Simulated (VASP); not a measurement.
Wanted: the native input for a VASP 6.6.1 run.

* Task: single point
* Functional: r2SCAN
* Potentials or basis: VASP PAW PBE potentials, release 64 (In_d, P)
* Cutoff: 520 eV
* k mesh: 6 × 6 × 6
* Occupations: gaussian, width 0.15 eV
* Spin: no spin polarisation
* Dipole correction: no
* Further INCAR settings: ALGO = Normal; EDIFF = 1e-06; NBANDS = 38

The system is InP3.

```
In P
1.0
     3.74150    2.16016    3.21764
    -3.74150    2.16016    3.21764
     0.00000   -4.32031    3.21764
In P
2 6
Direct
  0.27025 0.27025 0.27025
  0.72975 0.72975 0.72975
  0.79829 0.24470 0.79829
  0.79829 0.79829 0.24470
  0.24470 0.79829 0.79829
  0.20171 0.75530 0.20171
  0.75530 0.20171 0.20171
  0.20171 0.20171 0.75530
```

This cell differs from its parent crystal: strain -0.0450 x Voigt [0, 0, 1, 0, 0, 0].

One way to write it, as run:

POSCAR

```
InP3
1.0
    3.7414989627      2.1601554333      3.2176356380
   -3.7414989627      2.1601554333      3.2176356380
    0.0000000000     -4.3203108666      3.2176356380
In P
2 6
Direct
    0.2702519987      0.2702519987      0.2702519987
    0.7297480013      0.7297480013      0.7297480013
    0.7982893840      0.2446976857      0.7982893840
    0.7982893840      0.7982893840      0.2446976857
    0.2446976857      0.7982893840      0.7982893840
    0.2017106160      0.7553023143      0.2017106160
    0.7553023143      0.2017106160      0.2017106160
    0.2017106160      0.2017106160      0.7553023143
```

INCAR.step1

```
SYSTEM = InP3
ALGO = Normal ; EDIFF = 1E-4
ENCUT = 520 ; GGA = PE
ISMEAR = 0 ; LASPH = .TRUE.
LCHARG = .FALSE. ; LREAL = .FALSE.
LWAVE = .TRUE. ; NBANDS = 38
NELM = 100 ; PREC = Accurate
SIGMA = 0.15
```

INCAR.step2

```
SYSTEM = InP3
ALGO = Normal ; EDIFF = 1E-6
ENCUT = 520 ; ISIF = 2
ISMEAR = 0 ; ISTART = 1
LASPH = .TRUE. ; LCHARG = .FALSE.
LMIXTAU = .TRUE. ; LREAL = .FALSE.
LWAVE = .FALSE. ; METAGGA = R2SCAN
NBANDS = 38 ; NELM = 100
PREC = Accurate ; SIGMA = 0.15
```

KPOINTS

```
k-points
0
G
  6 6 6
  0 0 0
```

Potentials or basis: VASP PAW PBE potentials, release 64 (In_d, P).

The run is started by

```bash
$ cat potpaw_PBE.64/In_d/POTCAR potpaw_PBE.64/P/POTCAR > POTCAR
$ cp INCAR.step1 INCAR
$ mpirun -np 1 vasp_std > vasp.out
$ cp INCAR.step2 INCAR
$ mpirun -np 1 vasp_std > vasp.out
```

It gave:

The pressure is 2.8 GPa, the largest force is 0.309 eV/Å and the band gap on the k mesh is zero (bands 28 and 29 overlap by 0.27 eV).

Caveat: the cell differs from its parent crystal (strain -0.0450 x Voigt [0, 0, 1, 0, 0, 0]); semilocal functionals underestimate gaps, so a narrow gap can read as zero; the PAW data sets were made with another functional, which shifts forces and pressure a little; spin-orbit coupling is left out, which moves the levels of the heavy elements.

Wall time 6.1 min on 1 thread of Intel(R) Xeon(R) 6975P-C (Granite Rapids), on a shared host, peak memory 0.34 GiB.
